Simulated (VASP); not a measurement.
# Mg (P6_3/mmc) in VASP: a series of runs, part 2 of 2

VASP 6.6.1.

### 4 Relaxation of cell and atoms, PBE

INCAR

```
ALGO = Fast
EDIFF = 1E-6
EDIFFG = -0.002
ENCUT = 600
GGA = PE
IBRION = 2
ISIF = 3
ISMEAR = 0
LASPH = True
LCHARG = False
LREAL = False
LWAVE = False
NELM = 80
NSW = 100
PREC = Accurate
SIGMA = 0.1
```

KPOINTS

```
k-points
0
Gamma
  15 15 8
```

POSCAR

```
Mg
1.0
    3.2093000000      0.0000000000      0.0000000000
   -1.6046500000      2.7793353300      0.0000000000
    0.0000000000      0.0000000000      5.2103000000
Mg
2
Direct
    0.3333333300      0.6666666700      0.2500000000
    0.6666666700      0.3333333300      0.7500000000
```

Potentials or basis: VASP PAW PBE potentials, release 64 (Mg).

Run with:

```bash
cat potpaw_PBE.64/Mg/POTCAR > POTCAR
mpirun -np 1 vasp_std > vasp.out
```

OUTCAR:

```text
EDIFF = 1E-6
   EDIFFG = -0.002
   ENCUT = 600
   GGA = PE
   IBRION = 2
   ISIF = 3
   ISMEAR = 0
   LASPH = True
   LREAL = False
   NELM = 80
   NSW = 100
   PREC = Accurate

 ion  position               nearest neighbor table
   1  0.333  0.667  0.250-   2 3.20   2 3.20   2 3.20   2 3.20   2 3.20   2 3.20
   2  0.667  0.333  0.750-   1 3.20   1 3.20   1 3.20   1 3.20   1 3.20   1 3.20

  LATTYP: Found a hexagonal cell.
 ALAT       =     3.2093000000
 C/A-ratio  =     1.6235004518

  Lattice vectors:

 A1 = (   3.2093000000,   0.0000000000,   0.0000000000)
 A2 = (  -1.6046500000,   2.7793353300,   0.0000000000)
 A3 = (   0.0000000000,   0.0000000000,   5.2103000000)

Analysis of symmetry for initial positions (statically):
=====================================================================
 Subroutine PRICEL returns:
 Original cell was already a primitive cell.

 Routine SETGRP: Setting up the symmetry group for a
 hexagonal supercell.

 Subroutine GETGRP returns: Found 24 space group operations
 (whereof 12 operations were pure point group operations)
 out of a pool of 24 trial point group operations.

The static configuration has the point symmetry D_3d.
 The point group associated with its full space group is D_6h.

[... 172 lines left out ...]
  Total       -0.0995736     -0.0995736     -0.3088151     -0.0000000      0.0000000      0.0000000
  in kB       -3.4327403     -3.4327403    -10.6462130     -0.0000000      0.0000000      0.0000000
  external PRESSURE =      -5.8372312 kB  Pullay stress =       0.0000000 kB
[... 275 lines left out ...]
--------------------------------------- Ionic step        9  -------------------------------------------

 number of electron       4.0000000 magnetization

 Free energy of the ion-electron system (eV)
  ---------------------------------------------------
  ext. energy  EPLUGINS =         0.00000000
  ---------------------------------------------------
  free energy    TOTEN  =        -3.01513153 eV

  energy without entropy =       -3.01028816  energy(sigma->0) =       -3.01270985

 E-fermi :   2.6536     XC(G=0):  -8.5044

 val. band max:        2.6375728197   @ k =   0.3333   0.1333   0.1250
 cond. band min:       2.6689071975   @ k =   0.3333   0.1333   0.0000
 fundamental gap:      0.0313343778
 Fermi energy:         2.6536437005

 k-point     1 :       0.0000    0.0000    0.0000
  band No.  band energies     occupation
      1      -4.2943      2.00000
      2       1.0381      2.00000
      3       1.5445      2.00000
      4      13.4730      0.00000
      5      13.4730      0.00000
      6      13.5621      0.00000
[... 199 lines left out ...]
 k-point    24 :       0.4000    0.2000    0.0000
  band No.  band energies     occupation
      1       1.0209      2.00000
      2       1.0302      2.00000
      3       4.5220      0.00000
      4       5.8678      0.00000
      5       6.2528      0.00000
      6       6.5305      0.00000

 [... further k-points ...]

------------------------ aborting loop because EDIFF is reached ----------------------------------------

  FORCE on cell =-STRESS in cart. coord.  units (eV):
  Direction    XX          YY          ZZ          XY          YZ          ZX
  --------------------------------------------------------------------------------------
  -------------------------------------------------------------------------------------
  Total       -0.0007463     -0.0007463      0.0013264      0.0000000      0.0000000      0.0000000
  in kB       -0.0261564     -0.0261564      0.0464844      0.0000000      0.0000000      0.0000000
  external PRESSURE =      -0.0019428 kB  Pullay stress =       0.0000000 kB
[... 17 lines left out ...]
  FREE ENERGIE OF THE ION-ELECTRON SYSTEM (eV)
  ---------------------------------------------------
  free  energy   TOTEN  =        -3.0151315317 eV

  energy  without entropy=       -3.0102881584  energy(sigma->0) =       -3.01270985

 reached required accuracy - stopping structural energy minimisation
```

OSZICAR:

```text
N       E                     dE             d eps       ncg     rms          rms(c)
DAV:   1     0.519821046419E+00    0.51982E+00   -0.14968E+03  1620   0.540E+02
DAV:   2    -0.299426291410E+01   -0.35141E+01   -0.33446E+01  2160   0.313E+01
[... 40 lines left out ...]
       N       E                     dE             d eps       ncg     rms          rms(c)
DAV:   1    -0.301513095626E+01    0.92600E-07   -0.97649E-07  1920   0.549E-03    0.398E-04
RMM:   2    -0.301513094863E+01    0.76255E-08   -0.18727E-09   259   0.666E-04
   8 F= -.30151309E+01 E0= -.30127090E+01  d E =-.215706E-03
       N       E                     dE             d eps       ncg     rms          rms(c)
DAV:   1    -0.301513157831E+01   -0.62205E-06   -0.37938E-06  2112   0.123E-02    0.671E-04
RMM:   2    -0.301513153165E+01    0.46656E-07   -0.68128E-09   318   0.864E-04
   9 F= -.30151315E+01 E0= -.30127098E+01  d E =-.583020E-06
```

It took 2.2 min on 1 thread of Intel Xeon Platinum 8175M at 2.50GHz (Skylake/Cascade Lake), shared host; peak memory 0.22 GiB.

What came out:

- Free energy: -3.0151 eV
- Relaxed volume: 22.86 Å³/atom
- Relaxed cell: a = 3.207 Å, b = 3.207 Å, c = 5.134 Å, α = 90.00°, β = 90.00°, γ = 120.00°
- Space group after relaxing (to 0.05 Å): P6_3/mmc (No. 194)
- Energy gained by relaxing: 1.2 meV/atom
- Ionic steps: 9
- Pressure after relaxing: 0.0 GPa
- Band gap on the k mesh: zero (band 2 reaches 3.55 eV, above the bottom of band 3 at 1.54 eV)

Step by step:
```csv
step,energy change (eV),largest force (eV/Å),pressure (GPa),volume (Å³)
1,0.0000,0.0000,-0.58,46.47
2,-0.0019,0.0000,-0.16,45.91
3,-0.0022,0.0000,0.08,45.61
4,-0.0022,0.0000,0.09,45.59
5,-0.0024,0.0000,0.05,45.65
6,-0.0024,0.0000,0.01,45.70
7,-0.0024,0.0000,0.01,45.70
8,-0.0024,0.0000,0.01,45.70
9,-0.0024,0.0000,0.00,45.72
```

Final structure:
```
Mg
1.0
     3.20656    0.00000    0.00000
    -1.60328    2.77697    0.00000
     0.00000    0.00000    5.13400
Mg
2
Direct
  0.33333 0.66667 0.25000
  0.66667 0.33333 0.75000
```

### 5 Overview

```csv
task,cell,k mesh,cutoff (eV),gap on the mesh (eV),pressure (GPa)
single point,"a = 3.209, b = 3.209, c = 5.210 Å, angles 90.0, 90.0, 120.0°, 2 atoms",6 × 6 × 4,520,none,-0.5
single point,"a = 3.210, b = 3.210, c = 5.140 Å, angles 90.0, 90.0, 120.0°, 2 atoms",15 × 15 × 8,520,none,-0.1
relaxation of cell and atoms,"relaxed from a = 3.209, b = 3.209, c = 5.210 Å, angles 90.0, 90.0, 120.0°, 2 atoms",15 × 15 × 8,600,none,0.0
```

Alike in all rows: level PBE; potentials or basis VASP PAW PBE potentials, release 64 (Mg); no spin polarisation; smearing gaussian 0.1 eV.

Caveats: some runs use coarse meshes.

Absolute energies hang on the potentials; compare differences alone.
